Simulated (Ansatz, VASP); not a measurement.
## One calculation of CdS, two programs

Contents of INCAR:

```
SYSTEM = CdS
ALGO = Normal ; EDIFF = 1E-8
ENCUT = 520 ; GGA = PS
ISIF = 2 ; ISMEAR = -1
LASPH = .TRUE. ; LCHARG = .FALSE.
LEFG = .TRUE. ; LREAL = .FALSE.
LWAVE = .FALSE. ; NBANDS = 16
NELM = 80 ; PREC = Accurate
SIGMA = 0.02
```

The input KPOINTS:

```
k-points
0
G
  7 7 7
  0 0 0
```

POSCAR

```
CdS
1.0
    0.0000000000      2.9816809780      2.9816809780
    2.9816809780      0.0000000000      2.9816809780
    2.9816809780      2.9816809780      0.0000000000
Cd S
1 1
Direct
    0.0000000000      0.0000000000      0.0000000000
    0.7500000000      0.7500000000      0.7500000000
```

Input for Ansatz:

```yaml
crystal:
  lattice:
    - [0.0, 2.981680978, 2.981680978]
    - [2.981680978, 0.0, 2.981680978]
    - [2.981680978, 2.981680978, 0.0]
  atoms:
    - { symbol: Cd, position: [0.0, 0.0, 0.0] }
    - { symbol: S, position: [0.75, 0.75, 0.75] }
kpoints:
  mp_grid: { grid: [7, 7, 7] }
scf:
  occupations: { method: fermi_dirac, width: 0.02 }
hamiltonian:
  xc: pbesol
  pseudopotentials: { kind: all_electron, datasets: crystal }
output:
  forces: true
  stress: true
  eigenvalues: true
  efg: { contact_densities: true }
```

Change from the starting cell: volume scaled by 1.04, crystal datasets.

Alike in both runs: task electric field gradients; functional PBEsol; k mesh 7 × 7 × 7; occupations fermi-dirac, width 0.02 eV; no spin polarisation.

|  | VASP | Ansatz |
| --- | --- | --- |
| version | VASP 6.6.1 | Ansatz 0.2.0 |
| potentials or method | VASP PAW PBE potentials, release 64 (Cd, S), cutoff 520 eV | all-electron PAW with datasets made for the crystal, scalar-relativistic |

```csv
,VASP,Ansatz,Ansatz less VASP
gap on the k mesh at the Fermi level (eV),0.87,0.87,-0.001
pressure (GPa),-3.4,-3.7,-0.28
```

VASP's potentials were made for PBE, not for PBEsol. Ansatz ran all-electron here, and VASP with PAW potentials.
